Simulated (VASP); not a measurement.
# WC (P-6m2) in VASP: further runs

The runs below take WC through electric field gradients, with PBE.

All numbers are computed with VASP 6.6.1; they aren't measurements. Logs are shortened: lines on timing, memory, paths and dates and some standing lists are left out, and cuts for length are marked.

### 1 The cell of the first run

The structure is hexagonal, space group P-6m2 (No. 187). Conventional cell: a = 2.881 Å, b = 2.881 Å, c = 2.810 Å, α = 90.00°, β = 90.00°, γ = 120.00°. W (site symmetry -6m2) has 6 C at 2.18 Å and 8 W at 2.81 to 2.88 Å within 2.9 Å. Within 2.9 Å of C (site symmetry -6m2) lie 6 W at 2.18 Å and 8 C at 2.81 to 2.88 Å.

### 2 Electric field gradients, PBE (volume scaled by 0.98)

INCAR reads:

```
PREC     = Accurate       # precision mode
ENCUT    = 520            # plane-wave cutoff, eV
EDIFF    = 1E-8           # SCF threshold, eV
ISMEAR   = -1             # smearing method
SIGMA    = 0.05           # smearing width, eV
LREAL    = F              # projectors in reciprocal space
LASPH    = T              # aspherical terms in the spheres
NELM     = 100            # most SCF steps
ALGO     = Normal         # electronic algorithm
ISIF     = 2              # what is computed and relaxed
LWAVE    = F              # write WAVECAR
LCHARG   = F              # write CHGCAR
GGA      = PE             # functional
LEFG     = T            
NBANDS   = 16             # bands
```

KPOINTS reads:

```
Automatic mesh
0
Gamma
  14 14 13
```

POSCAR reads:

```
WC
1.0
    2.8810343969      0.0000000000      0.0000000000
   -1.4405171984      2.4950489769      0.0000000000
    0.0000000000      0.0000000000      2.8100128507
W C
1 1
Direct
    0.0000000000      0.0000000000      0.0000000000
    0.6666666667      0.3333333333      0.5000000000
```

Potentials or basis: VASP PAW PBE potentials, release 64 (W_sv, C).

Run with:

```console
$ cat potpaw_PBE.64/W_sv/POTCAR potpaw_PBE.64/C/POTCAR > POTCAR
$ mpirun -np 1 vasp_std > vasp.out
```

OUTCAR:

```text
PREC = Accurate
   ENCUT = 520
   EDIFF = 1E-8
   ISMEAR = -1
   LREAL = F
   LASPH = T
   NELM = 100
   ISIF = 2
   GGA = PE

 ion  position               nearest neighbor table
   1  0.000  0.000  0.000-   2 2.18   2 2.18   2 2.18   2 2.18   2 2.18   2 2.18
   2  0.667  0.333  0.500-   1 2.18   1 2.18   1 2.18   1 2.18   1 2.18   1 2.18

  LATTYP: Found a hexagonal cell.
 ALAT       =     2.8810343969
 C/A-ratio  =     0.9753485948

  Lattice vectors:

 A1 = (   2.8810343969,   0.0000000000,   0.0000000000)
 A2 = (  -1.4405171984,   2.4950489769,   0.0000000000)
 A3 = (   0.0000000000,   0.0000000000,   2.8100128507)

Analysis of symmetry for initial positions (statically):
=====================================================================
 Subroutine PRICEL returns:
 Original cell was already a primitive cell.

 Routine SETGRP: Setting up the symmetry group for a
 hexagonal supercell.

 Subroutine GETGRP returns: Found 12 space group operations
 (whereof 12 operations were pure point group operations)
 out of a pool of 24 trial point group operations.

The static configuration has the point symmetry D_3h.

Analysis of symmetry for dynamics (positions and initial velocities):
=====================================================================
 Subroutine PRICEL returns:
 Original cell was already a primitive cell.

 Routine SETGRP: Setting up the symmetry group for a
 hexagonal supercell.

 Subroutine GETGRP returns: Found 12 space group operations
 (whereof 12 operations were pure point group operations)
 out of a pool of 24 trial point group operations.

The dynamic configuration has the point symmetry D_3h.

 Subroutine INISYM returns: Found 12 space group operations
 (whereof 12 operations are pure point group operations),
 and found     1 'primitive' translations

----------------------------------------------------------------------------------------

                                     Primitive cell

  volume of cell :      20.1993

  direct lattice vectors                    reciprocal lattice vectors
     2.881034397  0.000000000  0.000000000     0.347097557  0.200396868  0.000000000
    -1.440517198  2.495048977  0.000000000     0.000000000  0.400793736  0.000000000
     0.000000000  0.000000000  2.810012851     0.000000000  0.000000000  0.355870259

  length of vectors
     2.881034397  2.881034397  2.810012851     0.400793736  0.400793736  0.355870259

  position of ions in fractional coordinates (direct lattice)
     0.000000000  0.000000000  0.000000000
     0.666666667  0.333333333  0.500000000

  ion indices of the primitive-cell ions
   primitive index   ion index
                 1           1
                 2           2

----------------------------------------------------------------------------------------

 KPOINTS: Automatic mesh

Automatic generation of k-mesh.
 Grid dimensions read from file:
 generate k-points for:   14   14   13

 Generating k-lattice:

  Cartesian coordinates                     Fractional coordinates (reciprocal lattice)
     0.024792683  0.014314062  0.000000000     0.071428571  0.000000000  0.000000000
     0.000000000  0.028628124  0.000000000     0.000000000  0.071428571  0.000000000
     0.000000000  0.000000000  0.027374635     0.000000000  0.000000000  0.076923077

  Length of vectors
     0.028628124  0.028628124  0.027374635

  Shift w.r.t. Gamma in fractional coordinates (k-lattice)
     0.000000000  0.000000000  0.000000000

 Subroutine IBZKPT returns following result:
 ===========================================

 Found    168 irreducible k-points:

 Following reciprocal coordinates:
            Coordinates               Weight
  0.000000  0.000000  0.000000      1.000000
  0.071429  0.000000  0.000000      6.000000
  0.142857  0.000000  0.000000      6.000000
  0.214286  0.000000  0.000000      6.000000
  0.285714  0.000000  0.000000      6.000000
  0.357143 -0.000000  0.000000      6.000000
[... 16 lines left out ...]
  0.285714  0.285714  0.000000      6.000000
  0.357143  0.285714  0.000000      6.000000
 [... further k-points ...]
   k-points           NKPTS =    168   k-points in BZ     NKDIM =    168   number of bands    NBANDS=     16
   number of dos      NEDOS =    301   number of ions     NIONS =      2
   total plane-waves  NPLWV =  13824
   dimension x,y,z NGX =    24 NGY =   24 NGZ =   24
   dimension x,y,z NGXF=    48 NGYF=   48 NGZF=   48
   ions per type =               1   1
   NGX,Y,Z   is equivalent  to a cutoff of  13.85, 13.85, 14.20 a.u.
   NGXF,Y,Z  is equivalent  to a cutoff of  27.70, 27.70, 28.40 a.u.
 SYSTEM =  unknown system
   PREC   = accura    normal or accurate (medium, high low for compatibility)
   ISTART =      0    job   : 0-new  1-cont  2-samecut
   ICHARG =      2    charge: 1-file 2-atom 10-const
   ISPIN  =      1    spin polarized calculation?
   LNONCOLLINEAR =      F non collinear calculations
   LSORBIT =      F    spin-orbit coupling
   LASPH  =      T    aspherical Exc in radial PAW
   ENCUT  =  520.0 eV  38.22 Ry    6.18 a.u.   5.36  5.36  5.22*2*pi/ulx,y,z
   NELM   =    100;   NELMIN=  2; NELMDL= -5     # of ELM steps
   EDIFF  = 0.1E-07   stopping-criterion for ELM
   LREAL  =      F    real-space projection
   EDIFFG = 0.1E-06   stopping-criterion for IOM
   NSW    =      0    number of steps for IOM
   IBRION =     -1    ionic relax: 0-MD 1-quasi-New 2-CG
   NFREE  =      0    steps in history (QN), initial steepest desc. (CG)
   ISIF   =      2    stress and relaxation
   ISYM   =      2    0-nonsym 1-usesym 2-fastsym
   POTIM  = 0.5000    time-step for ionic-motion
   TEBEG  =    0.0;   TEEND  =   0.0 temperature during run
   PSTRESS=    0.0 pullay stress
   NELECT =      18.0000    total number of electrons
   NUPDOWN=      -1.0000    fix difference up-down
   EMIN   =  10.00;   EMAX   =-10.00  energy-range for DOS
   EFERMI =   0.00;   METHOD = LEGACY
   ISMEAR =    -1;   SIGMA  =   0.05  broadening in eV -4-tet -1-fermi 0-gaus
   EFERMI_NEDOS =   21; number of points for ismear=-14 and -15
   IALGO  =     38    algorithm
   IMIX   =      4    mixing-type and parameters
     AMIX     =   0.40;   BMIX     =  1.00
     AMIX_MAG =   1.60;   BMIX_MAG =  1.00
  volume/ion in A,a.u.               =      10.10        68.16
  Fermi-wavevector in a.u.,A,eV,Ry     =   1.575386  2.977048 33.767509  2.481842
  Thomas-Fermi vector in A             =   2.676378
   LORBIT       =      0    0 simple, 1 ext, 2 COOP (PROOUT), +10 PAW based schemes
   GGA     = PE    functional components
   LHFCALC =     F    Hartree Fock is set to
   AEXX    =    0.0000 exact exchange contribution
   IVDW    =     0    specifies the selected vdW correction
   LEPSILON=     F    determine dielectric tensor
   LRPA    =     F    only Hartree local field effects (RPA)
 non-spin polarized calculation
  energy-cutoff  :      520.00
  volume of cell :       20.20
 maximum number of plane-waves:       568
 NGX is ok and might be reduce to    24
   NGX = 11   NGY = 11   NGZ = 11

 number of electron      18.0000000 magnetization

 Free energy of the ion-electron system (eV)
  ---------------------------------------------------
  ext. energy  EPLUGINS =         0.00000000
  ---------------------------------------------------
  free energy    TOTEN  =       -22.39911324 eV

  energy without entropy =      -22.39648063  energy(sigma->0) =      -22.39779694

 E-fermi :  11.4714     XC(G=0): -13.9510

 val. band max:       11.4636055912   @ k =   0.4286   0.0714   0.4615
 cond. band min:      11.5175882622   @ k =   0.3571   0.2143   0.0000
 fundamental gap:      0.0539826710
 Fermi energy:        11.4713644828

 k-point     1 :       0.0000    0.0000    0.0000
  band No.  band energies     occupation
      1     -62.4757      2.00000
      2     -26.4544      2.00000
      3     -26.3454      2.00000
      4     -26.3454      2.00000
      5      -3.1907      2.00000
      6       7.0012      2.00000
[... 8 lines left out ...]
     15      26.0961      0.00000
     16      28.4515      0.00000

 k-point     2 :       0.0714    0.0000    0.0000
  band No.  band energies     occupation
      1     -62.4725      2.00000
      2     -26.4484      2.00000
      3     -26.3924      2.00000
      4     -26.3560      2.00000
      5      -3.0515      2.00000
      6       7.0457      2.00000
[... 8 lines left out ...]
     15      25.7886      0.00000
     16      28.7432      0.00000
[... 387 lines left out ...]
      5       0.8099      2.00000
      6       4.6862      2.00000
[... 8 lines left out ...]
     15      27.3535      0.00000
     16      28.6017      0.00000

 k-point    24 :       0.3571    0.2857    0.0000
  band No.  band energies     occupation
      1     -62.4019      2.00000
      2     -27.0423      2.00000
      3     -26.8943      2.00000
      4     -26.3163      2.00000
      5       0.9966      2.00000
      6       4.7169      2.00000
[... 8 lines left out ...]
     15      27.1413      0.00000
     16      28.0892      0.00000

 [... further k-points ...]
[... 5 lines left out ...]
  --------------------------------------------------------------------------------------
  -------------------------------------------------------------------------------------
  Total        2.2503035      2.2503035      2.5603757      0.0000000      0.0000000      0.0000000
  in kB      178.4908082    178.4908082    203.0852825      0.0000000      0.0000000      0.0000000
  external PRESSURE =     186.6889663 kB  Pullay stress =       0.0000000 kB

 VOLUME and BASIS-vectors are now :
 -----------------------------------------------------------------------------
  energy-cutoff  :      520.00
  volume of cell :       20.20
      direct lattice vectors                 reciprocal lattice vectors
     2.881034397  0.000000000  0.000000000     0.347097557  0.200396868  0.000000000
    -1.440517198  2.495048977  0.000000000     0.000000000  0.400793736  0.000000000
     0.000000000  0.000000000  2.810012851     0.000000000  0.000000000  0.355870259

 POSITION                                       TOTAL-FORCE (eV/Angst)
 -----------------------------------------------------------------------------------
      0.00000      0.00000      0.00000         0.000000     -0.000000      0.000000
      1.44052      0.83168      1.40501        -0.000000      0.000000      0.000000
 -----------------------------------------------------------------------------------
    total drift:                                0.000000     -0.000000      0.000000

  FREE ENERGIE OF THE ION-ELECTRON SYSTEM (eV)
  ---------------------------------------------------
  free  energy   TOTEN  =       -22.3991132368 eV

  energy  without entropy=      -22.3964806341  energy(sigma->0) =      -22.39779694

 Electric field gradients (V/A^2)
---------------------------------------------------------------------
 ion       V_xx      V_yy      V_zz      V_xy      V_xz      V_yz
---------------------------------------------------------------------
   1      73.739    73.739  -147.478     0.000    -0.000    -0.000
   2      -0.021    -0.020     0.041     0.000     0.000     0.000
---------------------------------------------------------------------

 Electric field gradients after diagonalization (V/A^2)
 (convention: |V_zz| > |V_xx| > |V_yy|)
----------------------------------------------------------------------
 ion       V_xx      V_yy      V_zz     asymmetry (V_yy - V_xx)/ V_zz
----------------------------------------------------------------------
   1      73.739    73.739  -147.478       0.000
   2      -0.021    -0.020     0.041       0.019
----------------------------------------------------------------------

           NMR quadrupolar parameters

 Cq : quadrupolar parameter    Cq=e*Q*V_zz/h
 eta: asymmetry parameters     (V_yy - V_xx)/ V_zz
 Q  : nuclear electric quadrupole moment in mb (millibarn)
----------------------------------------------------------------------
 ion       Cq(MHz)       eta       Q (mb)
----------------------------------------------------------------------
   1      -0.357       0.000       1.000
   2       0.000       0.019       1.000
----------------------------------------------------------------------
```

It took 46 s on 1 thread of Intel Xeon Platinum 8259CL at 2.50GHz (Skylake/Cascade Lake), shared host; peak memory 0.18 GiB.

Results:

```
Free energy            : -22.3991 eV
Pressure               : 18.7 GPa
Band gap on the k mesh : zero (band 9 reaches 12.23 eV, above the bottom of band 10 at 10.87 eV)
```

Electric field gradients, principal values (V/Å²):
| atom | least | middle | greatest (by size) |
| --- | --- | --- | --- |
| 1 W | 73.739 | 73.739 | -147.478 |
| 2 C | -0.020 | -0.021 | 0.041 |

Caveat: without QUAD_EFG the Cq values of the log hold for a quadrupole moment of 1 mb, not for the nuclei; spin-orbit coupling is left out, which moves the levels of the heavy elements.

(Continued in part 2 of 2.)
